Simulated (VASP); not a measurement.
# Al (a cell with a defect) in VASP: single point with PBE

Aim: the single point of Al (a cell with a defect) with PBE.

Everything below comes from runs of VASP 6.6.1. Logs are shortened: lines on timing, memory, paths and dates and some standing lists are left out, and cuts for length are marked.

**1. The cell of the first run**

The cell holds a defect, 31 atoms: a = 8.100 Å, b = 8.100 Å, c = 8.100 Å, α = 90.00°, β = 90.00°, γ = 90.00°.

**2. Single point, PBE**

Input file INCAR:

```
ALGO     = Normal         # electronic algorithm
EDIFF    = 1E-7           # SCF threshold, eV
ENCUT    = 520            # plane-wave cutoff, eV
GGA      = PE             # functional
ISIF     = 2              # what is computed and relaxed
ISMEAR   = -1             # smearing method
LASPH    = T              # aspherical terms in the spheres
LCHARG   = T              # write CHGCAR
LELF     = T              # ELF
LREAL    = Auto         
LVHAR    = T            
LWAVE    = F              # write WAVECAR
NBANDS   = 68             # bands
NELM     = 60             # most SCF steps
PREC     = Accurate       # precision mode
SIGMA    = 0.15           # smearing width, eV
```

Input file KPOINTS:

```
k-points
0
Gamma
  3 3 3
```

Input file POSCAR:

```
Al
1.0
    8.1000000000      0.0000000000      0.0000000000
    0.0000000000      8.1000000000      0.0000000000
    0.0000000000      0.0000000000      8.1000000000
Al
31
Direct
    0.5007596296      0.0031398765      0.0052369136
    0.7459748148      0.2486313580      0.0046224691
    0.7482841975      0.0015535802      0.2496918519
   -0.0010944444     -0.0013608642     -0.0005241975
    0.2443196296      0.2440653086     -0.0170961728
    0.5059079012      0.5056524691     -0.0197319753
    0.7509604938      0.7506929630     -0.0003301235
    0.2544033333      0.0070960494      0.2497383951
    0.7420877778      0.4949806173      0.2496455556
    0.5007690123      0.0032404938      0.4941034568
    0.7461390123      0.2486685185      0.4948188889
    0.7500030864     -0.0005061728      0.7496906173
    0.0033890123      0.5005220988      0.0052255556
    0.2488698765      0.7457306173      0.0046082716
    0.0073529630      0.2541543210      0.2497393827
    0.3771044444      0.3768419753      0.2497630864
    0.4952301235      0.7418293827      0.2496439506
   -0.0012125926     -0.0014775309      0.5000300000
    0.2441091358      0.2438566667      0.5166083951
    0.5056539506      0.5054000000      0.5189144444
    0.7508095062      0.7505440741      0.4995864198
    0.2486323457     -0.0088516049      0.7498113580
    0.5025801235      0.2460959259      0.7497077778
    0.7595488889      0.5005712346      0.7495517284
    0.0018044444      0.7480404938      0.2496913580
    0.0034897531      0.5005328395      0.4941155556
    0.2489066667      0.7458941975      0.4948300000
   -0.0085941975      0.2483985185      0.7498130864
    0.2463440741      0.5023327160      0.7497067901
    0.5008038272      0.7592891358      0.7495513580
   -0.0002391358      0.7497427160      0.7496901235
```

Potentials or basis: VASP PAW PBE potentials, release 64 (Al).

On the command line:

```bash
$ cat potpaw_PBE.64/Al/POTCAR > POTCAR
$ mpirun -np 1 vasp_std > vasp.out
```

OUTCAR:

```text
EDIFF = 1E-7
   ENCUT = 520
   GGA = PE
   ISIF = 2
   ISMEAR = -1
   LASPH = T
   LREAL = Auto
   NELM = 60
   PREC = Accurate

 ion  position               nearest neighbor table
   1  0.501  0.003  0.005-   2 2.81   8 2.81   3 2.82   5 2.86  23 2.86  30 2.86   7 2.88  12 2.89
                            17 2.90  22 2.91  14 2.92
   2  0.746  0.249  0.005-   1 2.81   9 2.81   3 2.82  23 2.85   6 2.86  28 2.87   4 2.88  12 2.89
                            15 2.90  24 2.91  13 2.92
   3  0.748  0.002  0.250-  10 2.82   1 2.82   2 2.82  11 2.82   4 2.87  18 2.87   7 2.87  21 2.87
                            25 2.90  15 2.93  17 2.94
   4  0.999  0.999  0.999-   5 2.81   7 2.84  31 2.86  12 2.86  22 2.86  28 2.86  25 2.87   3 2.87
                            14 2.88   2 2.88   8 2.90  15 2.90
   5  0.244  0.244  0.983-  16 2.64  28 2.79  22 2.79   4 2.81  23 2.82  29 2.82   1 2.86  13 2.86
                            15 2.89   8 2.89   6 3.00
   6  0.506  0.506  0.980-  16 2.63  30 2.78  24 2.78   7 2.81  23 2.81  29 2.81   2 2.86  14 2.86
                            17 2.90   9 2.90   5 3.00
   7  0.751  0.751  1.000-   6 2.81   4 2.84  31 2.86  12 2.86  24 2.87  30 2.87  25 2.87   3 2.87
                            13 2.88   1 2.88   9 2.90  17 2.90
   8  0.254  0.007  0.250-  10 2.81   1 2.81  15 2.83  19 2.89   5 2.89   4 2.90  18 2.90  27 2.90
                            17 2.90  14 2.90  25 2.93  16 3.16
   9  0.742  0.495  0.250-   2 2.81  11 2.82  17 2.83  21 2.90   7 2.90  13 2.90  26 2.90  15 2.90
[... 31 lines left out ...]
  25  0.002  0.748  0.250-  26 2.82  13 2.82  14 2.82  27 2.82   4 2.87  18 2.87   7 2.87  21 2.87
                             3 2.90   8 2.93   9 2.94
  26  0.003  0.501  0.494-  27 2.81  15 2.81  25 2.82  19 2.86  29 2.86  24 2.86  21 2.88  31 2.89
                             9 2.90  28 2.91  11 2.92
  27  0.249  0.746  0.495-  26 2.81  17 2.82  25 2.82  29 2.86  20 2.86  22 2.87  18 2.88  31 2.89
                             8 2.90  30 2.90  10 2.92
  28  0.991  0.248  0.750-  24 2.77  19 2.79   5 2.79  12 2.81   4 2.86  18 2.86   2 2.87  11 2.87
                            13 2.91  26 2.91  29 2.91  22 2.95
  29  0.246  0.502  0.750-  20 2.81   6 2.81   5 2.82  19 2.82  31 2.83  14 2.85  27 2.86  26 2.86
                            13 2.86  28 2.91  30 2.93  23 2.94
  30  0.501  0.759  0.750-  22 2.77   6 2.78  20 2.78  12 2.80  10 2.86   1 2.86  21 2.86   7 2.87
                            27 2.90  14 2.91  29 2.93  24 2.96
  31  1.000  0.750  0.750-  24 2.80  22 2.81  29 2.83  18 2.85   4 2.86   7 2.86  21 2.86  12 2.86
                            27 2.89  14 2.89  13 2.89  26 2.89

  LATTYP: Found a simple cubic cell.
 ALAT       =     8.1000000000

  Lattice vectors:

 A1 = (   8.1000000000,   0.0000000000,   0.0000000000)
 A2 = (   0.0000000000,   8.1000000000,   0.0000000000)
 A3 = (   0.0000000000,   0.0000000000,   8.1000000000)

Analysis of symmetry for initial positions (statically):
=====================================================================
 Subroutine PRICEL returns:
 Original cell was already a primitive cell.

 Routine SETGRP: Setting up the symmetry group for a
 simple cubic supercell.

 Subroutine GETGRP returns: Found  1 space group operations
 (whereof  1 operations were pure point group operations)
 out of a pool of 48 trial point group operations.

The static configuration has the point symmetry C_1 .

Analysis of symmetry for dynamics (positions and initial velocities):
=====================================================================
 Subroutine PRICEL returns:
 Original cell was already a primitive cell.

 Routine SETGRP: Setting up the symmetry group for a
 simple cubic supercell.

 Subroutine GETGRP returns: Found  1 space group operations
 (whereof  1 operations were pure point group operations)
 out of a pool of 48 trial point group operations.

The dynamic configuration has the point symmetry C_1 .

 Subroutine INISYM returns: Found  1 space group operations
 (whereof  1 operations are pure point group operations),
 and found     1 'primitive' translations

----------------------------------------------------------------------------------------

                                     Primitive cell

  volume of cell :     531.4410

  direct lattice vectors                    reciprocal lattice vectors
     8.100000000  0.000000000  0.000000000     0.123456790  0.000000000  0.000000000
     0.000000000  8.100000000  0.000000000     0.000000000  0.123456790  0.000000000
     0.000000000  0.000000000  8.100000000     0.000000000  0.000000000  0.123456790

  length of vectors
     8.100000000  8.100000000  8.100000000     0.123456790  0.123456790  0.123456790

  position of ions in fractional coordinates (direct lattice)
     0.500759630  0.003139877  0.005236914
     0.745974815  0.248631358  0.004622469
     0.748284197  0.001553580  0.249691852
     0.998905556  0.998639136  0.999475803
     0.244319630  0.244065309  0.982903827
     0.505907901  0.505652469  0.980268025
[... 23 lines left out ...]
     0.500803827  0.759289136  0.749551358
     0.999760864  0.749742716  0.749690124

  ion indices of the primitive-cell ions
   primitive index   ion index
                 1           1
                 2           2
                 3           3
                 4           4
                 5           5
                 6           6
[... 23 lines left out ...]
                30          30
                31          31

----------------------------------------------------------------------------------------

 KPOINTS: k-points

Automatic generation of k-mesh.
 Grid dimensions read from file:
 generate k-points for:    3    3    3

 Generating k-lattice:

  Cartesian coordinates                     Fractional coordinates (reciprocal lattice)
     0.041152263  0.000000000  0.000000000     0.333333333  0.000000000  0.000000000
     0.000000000  0.041152263  0.000000000     0.000000000  0.333333333  0.000000000
     0.000000000  0.000000000  0.041152263     0.000000000  0.000000000  0.333333333

  Length of vectors
     0.041152263  0.041152263  0.041152263

  Shift w.r.t. Gamma in fractional coordinates (k-lattice)
     0.000000000  0.000000000  0.000000000

 Subroutine IBZKPT returns following result:
 ===========================================

 Found     14 irreducible k-points:

 Following reciprocal coordinates:
            Coordinates               Weight
  0.000000  0.000000  0.000000      1.000000
  0.333333  0.000000  0.000000      2.000000
  0.000000  0.333333  0.000000      2.000000
  0.000000  0.000000  0.333333      2.000000
  0.333333  0.333333  0.000000      2.000000
  0.000000  0.333333  0.333333      2.000000
  0.333333  0.000000  0.333333      2.000000
 -0.333333  0.333333  0.000000      2.000000
 -0.333333  0.000000  0.333333      2.000000
  0.000000 -0.333333  0.333333      2.000000
  0.333333  0.333333  0.333333      2.000000
 -0.333333  0.333333  0.333333      2.000000
 -0.333333 -0.333333  0.333333      2.000000
  0.333333 -0.333333  0.333333      2.000000
   k-points           NKPTS =     14   k-points in BZ     NKDIM =     14   number of bands    NBANDS=     68
   number of dos      NEDOS =    301   number of ions     NIONS =     31
   total plane-waves  NPLWV = 216000
   dimension x,y,z NGX =    60 NGY =   60 NGZ =   60
   dimension x,y,z NGXF=   120 NGYF=  120 NGZF=  120
   ions per type =              31
   NGX,Y,Z   is equivalent  to a cutoff of  12.31, 12.31, 12.31 a.u.
   NGXF,Y,Z  is equivalent  to a cutoff of  24.63, 24.63, 24.63 a.u.
 SYSTEM =  unknown system
   PREC   = accura    normal or accurate (medium, high low for compatibility)
   ISTART =      0    job   : 0-new  1-cont  2-samecut
   ICHARG =      2    charge: 1-file 2-atom 10-const
   ISPIN  =      1    spin polarized calculation?
   LNONCOLLINEAR =      F non collinear calculations
   LSORBIT =      F    spin-orbit coupling
   LASPH  =      T    aspherical Exc in radial PAW
   ENCUT  =  520.0 eV  38.22 Ry    6.18 a.u.  15.06 15.06 15.06*2*pi/ulx,y,z
   NELM   =     60;   NELMIN=  2; NELMDL= -5     # of ELM steps
   EDIFF  = 0.1E-06   stopping-criterion for ELM
   LREAL  =      T    real-space projection
   EDIFFG = 0.1E-05   stopping-criterion for IOM
   NSW    =      0    number of steps for IOM
   IBRION =     -1    ionic relax: 0-MD 1-quasi-New 2-CG
   NFREE  =      0    steps in history (QN), initial steepest desc. (CG)
   ISIF   =      2    stress and relaxation
   ISYM   =      2    0-nonsym 1-usesym 2-fastsym
   POTIM  = 0.5000    time-step for ionic-motion
   TEBEG  =    0.0;   TEEND  =   0.0 temperature during run
   PSTRESS=    0.0 pullay stress
   NELECT =      93.0000    total number of electrons
   NUPDOWN=      -1.0000    fix difference up-down
   EMIN   =  10.00;   EMAX   =-10.00  energy-range for DOS
   EFERMI =   0.00;   METHOD = LEGACY
   ISMEAR =    -1;   SIGMA  =   0.15  broadening in eV -4-tet -1-fermi 0-gaus
   EFERMI_NEDOS =   21; number of points for ismear=-14 and -15
   IALGO  =     38    algorithm
   IMIX   =      4    mixing-type and parameters
     AMIX     =   0.40;   BMIX     =  1.00
     AMIX_MAG =   1.60;   BMIX_MAG =  1.00
  volume/ion in A,a.u.               =      17.14       115.69
  Fermi-wavevector in a.u.,A,eV,Ry     =   0.915695  1.730412 11.408446  0.838497
  Thomas-Fermi vector in A             =   2.040466
   LORBIT       =      0    0 simple, 1 ext, 2 COOP (PROOUT), +10 PAW based schemes
   GGA     = PE    functional components
   LHFCALC =     F    Hartree Fock is set to
   AEXX    =    0.0000 exact exchange contribution
   IVDW    =     0    specifies the selected vdW correction
   LEPSILON=     F    determine dielectric tensor
   LRPA    =     F    only Hartree local field effects (RPA)
 non-spin polarized calculation
  energy-cutoff  :      520.00
  volume of cell :      531.44
 maximum number of plane-waves:     14358
   NGX = 31   NGY = 31   NGZ = 31

 number of electron      93.0000000 magnetization

 Free energy of the ion-electron system (eV)
  ---------------------------------------------------
  ext. energy  EPLUGINS =         0.00000000
  ---------------------------------------------------
  free energy    TOTEN  =      -115.70650998 eV

  energy without entropy =     -114.85370552  energy(sigma->0) =     -115.28010775

 E-fermi :   7.4695     XC(G=0): -10.0348

 val. band max:        7.4646818217   @ k =   0.3333   0.3333   0.3333
 cond. band min:       7.4732419203   @ k =   0.0000   0.3333   0.0000
 fundamental gap:      0.0085600986
 Fermi energy:         7.4695148484

 k-point     1 :       0.0000    0.0000    0.0000
  band No.  band energies     occupation
      1      -3.3601      2.00000
      2      -1.2725      2.00000
      3      -1.2313      2.00000
      4      -1.1592      2.00000
      5      -1.1557      2.00000
      6      -0.9447      2.00000
[... 843 lines left out ...]
     57       9.2681      0.00001
     58       9.4895      0.00000
 [bands above 58 left out]

------------------------ aborting loop because EDIFF is reached ----------------------------------------

  FORCE on cell =-STRESS in cart. coord.  units (eV):
  Direction    XX          YY          ZZ          XY          YZ          ZX
  --------------------------------------------------------------------------------------
  -------------------------------------------------------------------------------------
  Total       -3.2941888     -3.2931652      0.1732104      0.5299549      0.0092707      0.0083212
  in kB       -9.9312522     -9.9281662      0.5221910      1.5976970      0.0279490      0.0250866
  external PRESSURE =      -6.4457425 kB  Pullay stress =       0.0000000 kB

 VOLUME and BASIS-vectors are now :
 -----------------------------------------------------------------------------
  energy-cutoff  :      520.00
  volume of cell :      531.44
      direct lattice vectors                 reciprocal lattice vectors
     8.100000000  0.000000000  0.000000000     0.123456790  0.000000000  0.000000000
     0.000000000  8.100000000  0.000000000     0.000000000  0.123456790  0.000000000
     0.000000000  0.000000000  8.100000000     0.000000000  0.000000000  0.123456790

 POSITION                                       TOTAL-FORCE (eV/Angst)
 -----------------------------------------------------------------------------------
      4.05615      0.02543      0.04242         0.000446      0.000727     -0.004905
      6.04240      2.01391      0.03744         0.005515      0.001914      0.001568
      6.06110      0.01258      2.02250        -0.003838      0.002818     -0.000669
      8.09114      8.08898      8.09575        -0.005101     -0.004928      0.002356
      1.97899      1.97693      7.96152         0.004373      0.006340      0.000325
      4.09785      4.09578      7.94017        -0.000958     -0.001240      0.017245
[... 23 lines left out ...]
      4.05651      6.15024      6.07137         0.003509     -0.001095      0.002259
      8.09806      6.07292      6.07249        -0.002506     -0.003475     -0.002435
 -----------------------------------------------------------------------------------
    total drift:                                0.013908      0.006532     -0.001036

  FREE ENERGIE OF THE ION-ELECTRON SYSTEM (eV)
  ---------------------------------------------------
  free  energy   TOTEN  =      -115.7065099782 eV

  energy  without entropy=     -114.8537055246  energy(sigma->0) =     -115.28010775
```

It took 16 min on 1 thread of Oxide Virtual Turin-like, shared host; peak memory 0.6 GiB.

What came out:

```
Free energy            : -115.7065 eV
Pressure               : -0.6 GPa
Largest force          : 0.031 eV/Å
Band gap on the k mesh : zero (an odd number of electrons rules out a gap without spin polarisation)
```

Forces on the atoms (eV/Å):
```
Al   0.000  0.001 -0.005
Al   0.006  0.002  0.002
Al  -0.004  0.003 -0.001
Al  -0.005 -0.005  0.002
Al   0.004  0.006  0.000
Al  -0.001 -0.001  0.017
Al   0.005  0.004 -0.002
Al   0.000 -0.008  0.000
Al   0.002 -0.001  0.002
Al   0.002  0.001  0.006
Al   0.002  0.001 -0.001
Al  -0.002 -0.004 -0.003
Al   0.000  0.000 -0.004
Al   0.002  0.005  0.003
Al  -0.007  0.000  0.000
Al  -0.022 -0.022 -0.007
Al  -0.001  0.002  0.001
Al  -0.004 -0.004 -0.005
Al   0.008  0.010  0.002
Al   0.006  0.007 -0.005
Al   0.007  0.006 -0.003
Al   0.000 -0.002 -0.001
Al   0.002 -0.002 -0.001
Al  -0.002  0.003  0.001
Al   0.001 -0.003  0.000
Al   0.002  0.001  0.005
Al   0.001  0.001 -0.002
Al  -0.002  0.001  0.000
Al  -0.002  0.003 -0.001
Al   0.004 -0.001  0.002
Al  -0.003 -0.003 -0.002
```
